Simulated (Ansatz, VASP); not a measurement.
# NbTe2Mo3 in VASP and in Ansatz

```
Nb Te Mo
1.0
     4.96058    0.00000    0.00000
    -2.48029    4.29599    0.00000
     0.00000    0.00000    5.68532
Nb Te Mo
1 2 3
Direct
  0.00000 0.00000 0.50000
  0.33333 0.66667 0.00000
  0.66667 0.33333 0.00000
  0.33333 0.66667 0.50000
  0.66667 0.33333 0.50000
  0.00000 0.00000 0.00000
```

Alike in both runs: functional PBE; k mesh 4 × 4 × 2; occupations gaussian, width 0.2 eV; no spin polarisation.

Ansatz relaxed the structure, and its values are those at the end. VASP's run is a single point on that final structure, the one shown.

|  | VASP | Ansatz |
| --- | --- | --- |
| version | VASP 6.6.1 | Ansatz 0.2.0 |
| potentials or method | VASP PAW PBE potentials, release 64 (Nb_sv, Te, Mo_sv), cutoff 500 eV | scalar-relativistic, plane waves, PAW |
| valence electrons in the cell | 67 | 87 |

|  | VASP | Ansatz | Ansatz less VASP |
| --- | --- | --- | --- |
| gap on the k mesh at the Fermi level (eV) | none | none | - |
| pressure (GPa) | -0.3 | -0.3 | -0.04 |

A gap of «none» marks a metal or a gap that the smearing closes. The functional is the same, so the differences come from potentials, cutoffs and numerics. VASP's potentials hold 67 valence electrons a cell and Ansatz's 87, so a difference there can come from the potentials and not from the codes.

The k mesh is coarse, so the values compare programs but aren't converged. Spin-orbit coupling is off throughout.
